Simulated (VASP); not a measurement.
# Al (P2_1/m) in VASP: notebook

Runs on Al. Level: PBEsol. Tasks: single point.

All numbers are computed with VASP 6.6.1; they aren't measurements. Logs are shortened: lines on timing, memory, paths and dates and some standing lists are left out, and cuts for length are marked.

**1. The cell of the first run**

Symmetry: P2_1/m, No. 11, monoclinic system. Conventional cell: a = 2.781 Å, b = 4.637 Å, c = 2.851 Å, α = 90.00°, β = 117.57°, γ = 90.00°. Al (site symmetry m) has 12 Al at 2.78 to 2.92 Å within 3.7 Å.

**2. Single point, PBEsol (strain +0.0562 x Voigt [0, 0, 0, 0, 0, 1])**

INCAR

```
PREC = Accurate ; ENCUT = 520
EDIFF = 1E-7 ; ISMEAR = 0
SIGMA = 0.15 ; LREAL = F
LASPH = T ; NELM = 80
ALGO = Fast ; ISIF = 2
LWAVE = F ; LCHARG = T
GGA = PS ; LELF = T
LVHAR = T ; NBANDS = 10
```

KPOINTS

```
Automatic mesh
0
Gamma
  24 24 14
```

POSCAR

```
Al
1.0
    2.8500694993      0.0800869529      0.0000000000
   -1.3556774139      2.4281891125      0.0000000000
    0.0000000000      0.0000000000      4.6373174459
Al
2
Direct
    0.6666666667      0.3333333333      0.7500000000
    0.3333333333      0.6666666667      0.2500000000
```

Potentials or basis: VASP PAW PBE potentials, release 64 (Al).

Started as:

```sh
cat potpaw_PBE.64/Al/POTCAR > POTCAR
mpirun -np 1 vasp_std > vasp.out
```

OUTCAR:

```text
PREC = Accurate
   ENCUT = 520
   EDIFF = 1E-7
   ISMEAR = 0
   LREAL = F
   LASPH = T
   NELM = 80
   ISIF = 2
   GGA = PS

 ion  position               nearest neighbor table
   1  0.667  0.333  0.750-   2 2.82   2 2.82   2 2.84   2 2.84   2 2.87   2 2.87
   2  0.333  0.667  0.250-   1 2.82   1 2.82   1 2.84   1 2.84   1 2.87   1 2.87

  Warning from LATTYP: Monoclinic adjustment (A1->A3, A2->A1, A3->A2)!
  LATTYP: Found a simple monoclinic cell.
 ALAT       =     2.7810004704
 B/A-ratio  =     1.6674996985
 C/A-ratio  =     1.0252405669
 COS(beta)  =    -0.4627605513

  Lattice vectors:

 A1 = (  -1.3556774139,   2.4281891125,   0.0000000000)
 A2 = (   0.0000000000,   0.0000000000,   4.6373174459)
 A3 = (   2.8500694993,   0.0800869529,   0.0000000000)

Analysis of symmetry for initial positions (statically):
=====================================================================
 Subroutine PRICEL returns:
 Original cell was already a primitive cell.

 Routine SETGRP: Setting up the symmetry group for a
 simple monoclinic supercell.

 Subroutine GETGRP returns: Found  4 space group operations
 (whereof  2 operations were pure point group operations)
 out of a pool of  4 trial point group operations.

The static configuration has the point symmetry S_2 .
 The point group associated with its full space group is C_2h.

Analysis of symmetry for dynamics (positions and initial velocities):
=====================================================================
 Subroutine PRICEL returns:
 Original cell was already a primitive cell.

 Routine SETGRP: Setting up the symmetry group for a
 simple monoclinic supercell.

 Subroutine GETGRP returns: Found  4 space group operations
 (whereof  2 operations were pure point group operations)
 out of a pool of  4 trial point group operations.

The dynamic configuration has the point symmetry S_2 .
 The point group associated with its full space group is C_2h.

 Subroutine INISYM returns: Found  4 space group operations
 (whereof  2 operations are pure point group operations),
 and found     1 'primitive' translations

----------------------------------------------------------------------------------------

                                     Primitive cell

  volume of cell :      32.5961

  direct lattice vectors                    reciprocal lattice vectors
     2.850069499  0.080086953  0.000000000     0.345449075  0.192866983  0.000000000
    -1.355677414  2.428189113  0.000000000    -0.011393661  0.405468366  0.000000000
     0.000000000  0.000000000  4.637317446     0.000000000  0.000000000  0.215641912

  length of vectors
     2.851194499  2.781000470  4.637317446     0.395642182  0.405628415  0.215641912

  position of ions in fractional coordinates (direct lattice)
     0.666666667  0.333333333  0.750000000
     0.333333333  0.666666667  0.250000000

  ion indices of the primitive-cell ions
   primitive index   ion index
                 1           1
                 2           2

----------------------------------------------------------------------------------------

 KPOINTS: Automatic mesh

Automatic generation of k-mesh.
 Grid dimensions read from file:
 generate k-points for:   24   24   14

 Generating k-lattice:

  Cartesian coordinates                     Fractional coordinates (reciprocal lattice)
     0.014393711  0.008036124  0.000000000     0.041666667 -0.000000000  0.000000000
    -0.000474736  0.016894515  0.000000000     0.000000000  0.041666667  0.000000000
     0.000000000  0.000000000  0.015402994     0.000000000  0.000000000  0.071428571

  Length of vectors
     0.016485091  0.016901184  0.015402994

  Shift w.r.t. Gamma in fractional coordinates (k-lattice)
     0.000000000  0.000000000  0.000000000

 Subroutine IBZKPT returns following result:
 ===========================================

 Found   2320 irreducible k-points:

 Following reciprocal coordinates:
            Coordinates               Weight
  0.000000  0.000000  0.000000      1.000000
  0.041667  0.000000  0.000000      2.000000
  0.083333  0.000000  0.000000      2.000000
  0.125000  0.000000  0.000000      2.000000
  0.166667  0.000000  0.000000      2.000000
  0.208333  0.000000  0.000000      2.000000
[... 16 lines left out ...]
  0.375000  0.041667  0.000000      2.000000
  0.416667  0.041667  0.000000      2.000000
 [... further k-points ...]
   k-points           NKPTS =   2320   k-points in BZ     NKDIM =   2320   number of bands    NBANDS=     10
   number of dos      NEDOS =    301   number of ions     NIONS =      2
   total plane-waves  NPLWV =  20736
   dimension x,y,z NGX =    24 NGY =   24 NGZ =   36
   dimension x,y,z NGXF=    48 NGYF=   48 NGZF=   72
   ions per type =               2
   NGX,Y,Z   is equivalent  to a cutoff of  13.99, 14.35, 12.91 a.u.
   NGXF,Y,Z  is equivalent  to a cutoff of  27.99, 28.69, 25.81 a.u.
 SYSTEM =  unknown system
   PREC   = accura    normal or accurate (medium, high low for compatibility)
   ISTART =      0    job   : 0-new  1-cont  2-samecut
   ICHARG =      2    charge: 1-file 2-atom 10-const
   ISPIN  =      1    spin polarized calculation?
   LNONCOLLINEAR =      F non collinear calculations
   LSORBIT =      F    spin-orbit coupling
   LASPH  =      T    aspherical Exc in radial PAW
   ENCUT  =  520.0 eV  38.22 Ry    6.18 a.u.   5.30  5.17  8.62*2*pi/ulx,y,z
   NELM   =     80;   NELMIN=  2; NELMDL= -5     # of ELM steps
   EDIFF  = 0.1E-06   stopping-criterion for ELM
   LREAL  =      F    real-space projection
   EDIFFG = 0.1E-05   stopping-criterion for IOM
   NSW    =      0    number of steps for IOM
   IBRION =     -1    ionic relax: 0-MD 1-quasi-New 2-CG
   NFREE  =      0    steps in history (QN), initial steepest desc. (CG)
   ISIF   =      2    stress and relaxation
   ISYM   =      2    0-nonsym 1-usesym 2-fastsym
   POTIM  = 0.5000    time-step for ionic-motion
   TEBEG  =    0.0;   TEEND  =   0.0 temperature during run
   PSTRESS=    0.0 pullay stress
   NELECT =       6.0000    total number of electrons
   NUPDOWN=      -1.0000    fix difference up-down
   EMIN   =  10.00;   EMAX   =-10.00  energy-range for DOS
   EFERMI =   0.00;   METHOD = LEGACY
   ISMEAR =     0;   SIGMA  =   0.15  broadening in eV -4-tet -1-fermi 0-gaus
   EFERMI_NEDOS =   21; number of points for ismear=-14 and -15
   IALGO  =     68    algorithm
   IMIX   =      4    mixing-type and parameters
     AMIX     =   0.40;   BMIX     =  1.00
     AMIX_MAG =   1.60;   BMIX_MAG =  1.00
  volume/ion in A,a.u.               =      16.30       109.98
  Fermi-wavevector in a.u.,A,eV,Ry     =   0.931258  1.759823 11.799544  0.867242
  Thomas-Fermi vector in A             =   2.057733
   LORBIT       =      0    0 simple, 1 ext, 2 COOP (PROOUT), +10 PAW based schemes
   GGA     = PS    functional components
   LHFCALC =     F    Hartree Fock is set to
   AEXX    =    0.0000 exact exchange contribution
   IVDW    =     0    specifies the selected vdW correction
   LEPSILON=     F    determine dielectric tensor
   LRPA    =     F    only Hartree local field effects (RPA)
 non-spin polarized calculation
 RMM-DIIS sequential band-by-band and
 Gauss-broadening in eV      SIGMA  =   0.15
  energy-cutoff  :      520.00
  volume of cell :       32.60
 maximum number of plane-waves:       895
 NGX is ok and might be reduce to    24
   NGX = 11   NGY = 11   NGZ = 17

 number of electron       6.0000000 magnetization

 Free energy of the ion-electron system (eV)
  ---------------------------------------------------
  ext. energy  EPLUGINS =         0.00000000
  ---------------------------------------------------
  free energy    TOTEN  =        -8.11279355 eV

  energy without entropy =       -8.10342201  energy(sigma->0) =       -8.10810778

 E-fermi :   8.0724     XC(G=0): -10.3022

 val. band max:        8.0704843472   @ k =  -0.4167   0.2500   0.1429
 cond. band min:       8.0749000810   @ k =   0.2917   0.5000   0.5000
 fundamental gap:      0.0044157338
 Fermi energy:         8.0724118523

 k-point     1 :       0.0000    0.0000    0.0000
  band No.  band energies     occupation
      1      -3.1401      2.00000
      2       3.4540      2.00000
      3       3.7206      2.00000
      4      17.9567      0.00000
      5      18.2608      0.00000
      6      19.1719      0.00000
      7      19.7701      0.00000
      8      20.4605      0.00000
      9      22.2556      0.00000
     10      22.5810      0.00000

 k-point     2 :       0.0417    0.0000    0.0000
  band No.  band energies     occupation
      1      -3.0999      2.00000
      2       3.4912      2.00000
      3       3.7600      2.00000
      4      16.7313      0.00000
      5      18.4166      0.00000
      6      19.2750      0.00000
      7      20.2152      0.00000
      8      20.7060      0.00000
      9      22.0752      0.00000
     10      22.3177      0.00000

 k-point     3 :       0.0833    0.0000    0.0000
  band No.  band energies     occupation
      1      -2.9794      2.00000
      2       3.6028      2.00000
      3       3.8778      2.00000
      4      15.2292      0.00000
      5      17.8148      0.00000
      6      19.0529      0.00000
      7      20.8117      0.00000
      8      21.2110      0.00000
      9      21.2239      0.00000
     10      21.5488      0.00000

 k-point     4 :       0.1250    0.0000    0.0000
  band No.  band energies     occupation
      1      -2.7788      2.00000
      2       3.7888      2.00000
      3       4.0734      2.00000
      4      13.7217      0.00000
      5      17.1999      0.00000
      6      18.4271      0.00000
      7      19.8016      0.00000
      8      19.9698      0.00000
      9      21.7660      0.00000
     10      22.2826      0.00000

 k-point     5 :       0.1667    0.0000    0.0000
  band No.  band energies     occupation
      1      -2.4985      2.00000
      2       4.0490      2.00000
      3       4.3455      2.00000
      4      12.2492      0.00000
      5      16.6291      0.00000
      6      17.6070      0.00000
      7      18.3640      0.00000
      8      19.0422      0.00000
      9      22.1102      0.00000
     10      22.4461      0.00000

 k-point     6 :       0.2083    0.0000    0.0000
  band No.  band energies     occupation
      1      -2.1389      2.00000
      2       4.3836      2.00000
      3       4.6916      2.00000
      4      10.8291      0.00000
      5      16.0811      0.00000
      6      16.6612      0.00000
      7      16.9580      0.00000
      8      18.2930      0.00000
      9      21.9224      0.00000
     10      22.1133      0.00000
[... 183 lines left out ...]
 k-point    21 :       0.2917    0.0417    0.0000
  band No.  band energies     occupation
      1      -0.8803      2.00000
      2       5.5591      2.00000
      3       5.8271      2.00000
      4       7.6752      1.99982
      5      13.4674      0.00000
      6      13.7564      0.00000
      7      14.7869      0.00000
      8      17.9239      0.00000
      9      20.2798      0.00000
     10      20.3032      0.00000

 k-point    22 :       0.3333    0.0417    0.0000
  band No.  band energies     occupation
      1      -0.2517      2.00000
      2       5.9561      2.00000
      3       6.1475      2.00000
      4       6.9443      2.00000
      5      12.5721      0.00000
      6      12.5961      0.00000
      7      14.3045      0.00000
      8      17.5989      0.00000
      9      20.0152      0.00000
     10      20.0997      0.00000

 k-point    23 :       0.3750    0.0417    0.0000
  band No.  band energies     occupation
      1       0.4518      2.00000
      2       5.0793      2.00000
      3       6.8040      2.00000
      4       7.3557      2.00000
      5      11.4659      0.00000
      6      11.6433      0.00000
      7      14.0281      0.00000
      8      17.3427      0.00000
      9      19.8245      0.00000
     10      19.9534      0.00000

 k-point    24 :       0.4167    0.0417    0.0000
  band No.  band energies     occupation
      1       1.2274      2.00000
      2       4.0541      2.00000
      3       7.5156      2.00000
      4       8.0494      1.17141
      5      10.4523      0.00000
      6      10.6981      0.00000
      7      13.8767      0.00000
      8      17.1576      0.00000
      9      19.7084      0.00000
     10      19.8658      0.00000

 [... further k-points ...]

------------------------ aborting loop because EDIFF is reached ----------------------------------------

  FORCE on cell =-STRESS in cart. coord.  units (eV):
  Direction    XX          YY          ZZ          XY          YZ          ZX
  --------------------------------------------------------------------------------------
  -------------------------------------------------------------------------------------
  Total       -0.0077761      0.0562261      0.1511930     -0.3276209      0.0000000      0.0000000
  in kB       -0.3822142      2.7636514      7.4315085    -16.1033742      0.0000000      0.0000000
  external PRESSURE =       3.2709819 kB  Pullay stress =       0.0000000 kB

 VOLUME and BASIS-vectors are now :
 -----------------------------------------------------------------------------
  energy-cutoff  :      520.00
  volume of cell :       32.60
      direct lattice vectors                 reciprocal lattice vectors
     2.850069499  0.080086953  0.000000000     0.345449075  0.192866983  0.000000000
    -1.355677414  2.428189113  0.000000000    -0.011393661  0.405468366  0.000000000
     0.000000000  0.000000000  4.637317446     0.000000000  0.000000000  0.215641912

 POSITION                                       TOTAL-FORCE (eV/Angst)
 -----------------------------------------------------------------------------------
      1.44815      0.86279      3.47799         0.018391     -0.002542      0.000000
      0.04624      1.64549      1.15933        -0.018391      0.002542     -0.000000
 -----------------------------------------------------------------------------------
    total drift:                               -0.000000      0.000000     -0.000000

  FREE ENERGIE OF THE ION-ELECTRON SYSTEM (eV)
  ---------------------------------------------------
  free  energy   TOTEN  =        -8.1127935498 eV

  energy  without entropy=       -8.1034220140  energy(sigma->0) =       -8.10810778
```

It took 12 min on 1 thread of Oxide Virtual Turin-like, shared host; peak memory 0.63 GiB.

What came out:

- Free energy: -8.1128 eV
- Pressure: 0.3 GPa
- Largest force: 0.019 eV/Å
- Band gap on the k mesh: zero (bands 3 and 4 overlap by 7.90 eV)

Forces on the atoms (eV/Å):
```
Al   0.018 -0.003  0.000
Al  -0.018  0.003  0.000
```

Caveat: the cell differs from its parent crystal (strain +0.0562 x Voigt [0, 0, 0, 0, 0, 1]); the PAW data sets were made with another functional, which shifts forces and pressure a little.

**3. Single point, PBEsol (strain +0.0187 x Voigt [0, 0, 0, 0, 0, 1])**

INCAR

```
ALGO = Fast
EDIFF = 1E-6
ENCUT = 520
GGA = PS
ISIF = 2
ISMEAR = 0
LASPH = True
LCHARG = True
LELF = True
LREAL = False
LVHAR = True
LWAVE = False
NBANDS = 10
NELM = 60
PREC = Accurate
SIGMA = 0.15
```

KPOINTS

```
k-points
0
Gamma
  24 24 14
```

POSCAR

```
Al
1.0
    2.8500694993      0.0266481498      0.0000000000
   -1.4019567749      2.4549085140      0.0000000000
    0.0000000000      0.0000000000      4.6373174459
Al
2
Direct
    0.6666666667      0.3333333333      0.7500000000
    0.3333333333      0.6666666667      0.2500000000
```

Potentials or basis: VASP PAW PBE potentials, release 64 (Al).

Started as:

```sh
cat potpaw_PBE.64/Al/POTCAR > POTCAR
mpirun -np 1 vasp_std > vasp.out
```

Run time: 7.7 min. Hardware: 1 thread of Oxide Virtual Turin-like, shared host; peak memory 0.62 GiB.

The run converged. Its results:

```
Free energy            : -8.1207 eV
Pressure               : 0.1 GPa
Largest force          : 0.006 eV/Å
Band gap on the k mesh : zero (bands 3 and 4 overlap by 7.66 eV)
```

Forces on the atoms (eV/Å):
```
Al   0.006 -0.001  0.000
Al  -0.006  0.001  0.000
```

Stress tensor (GPa, compression positive):
```
-0.22 -0.54  0.00
-0.54 -0.23  0.00
 0.00  0.00  0.81
```

Levels at points of the mesh, in eV from the Fermi level:
```csv
k point,band 1,band 2,band 3,band 4,band 5,band 6,band 7
"(0.00, 0.00, 0.00)",-11.21,-4.62,-4.35,10.37,10.72,10.79,11.23
"(0.50, 0.00, 0.00)",-5.48,-5.25,0.49,1.11,1.43,1.70,5.89
"(0.00, 0.50, 0.00)",-5.37,-5.18,0.61,1.19,1.49,1.82,5.60
"(0.50, 0.50, 0.00)",-5.25,-5.12,0.72,1.27,1.55,1.93,5.30
"(0.00, 0.00, 0.50)",-9.50,-9.50,3.53,3.53,11.60,11.60,12.05
"(0.50, 0.00, 0.50)",-4.04,-4.04,-3.35,-3.35,7.36,7.36,7.71
"(0.00, 0.50, 0.50)",-3.96,-3.96,-3.24,-3.24,7.06,7.06,7.61
"(0.50, 0.50, 0.50)",-3.89,-3.89,-3.12,-3.12,6.77,6.77,7.49
```

Caveat: the cell differs from its parent crystal (strain +0.0187 x Voigt [0, 0, 0, 0, 0, 1]); the PAW data sets were made with another functional, which shifts forces and pressure a little.

(Continued in part 2 of 2.)
